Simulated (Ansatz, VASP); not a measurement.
# Two plane-wave programs on Ta2N

```
Ta N
1.0
     5.22886    0.00000    0.00000
    -2.61443    4.52833    0.00000
     0.00000    0.00000    4.88353
Ta N
6 3
Direct
  0.63107 0.63107 0.75260
  0.00000 0.36893 0.75260
  0.36893 0.00000 0.75260
  0.36893 0.36893 0.24740
  0.00000 0.63107 0.24740
  0.63107 0.00000 0.24740
  0.66667 0.33333 0.50000
  0.33333 0.66667 0.50000
  0.00000 0.00000 0.00000
```

Alike in both runs: task single point; functional LDA; k mesh 9 × 9 × 8; occupations gaussian, width 0.15 eV; no spin polarisation.

```csv
,VASP,Ansatz
version,VASP 6.6.1,Ansatz 0.2.0
potentials or method,"VASP PAW LDA potentials, release 64 (Ta_pv, N), cutoff 520 eV","scalar-relativistic, plane waves, PAW"
valence electrons in the cell,81,93
```

|  | VASP | Ansatz | Ansatz less VASP |
| --- | --- | --- | --- |
| gap on the k mesh at the Fermi level (eV) | none | none | - |
| pressure (GPa) | 11.3 | 9.7 | -1.66 |
| traceless stress, the component that is largest in VASP (GPa) | 0.12 | 0.11 | -0.016 |
| rms of the force components (eV/Å) | 2.373 | 2.352 | -0.0210 |

Ansatz warns that its potentials were made for another functional, while VASP's fit it. LDA's correlation is that of Perdew and Zunger in VASP and of Perdew and Wang (1992) in Ansatz. Atom by atom the forces differ by 0.024 eV/Å (rms over components). A gap of «none» marks a metal or a gap that the smearing closes. VASP's potentials hold 81 valence electrons a cell and Ansatz's 93, so a difference there can come from the potentials and not from the codes.

Spin-orbit coupling is off throughout.
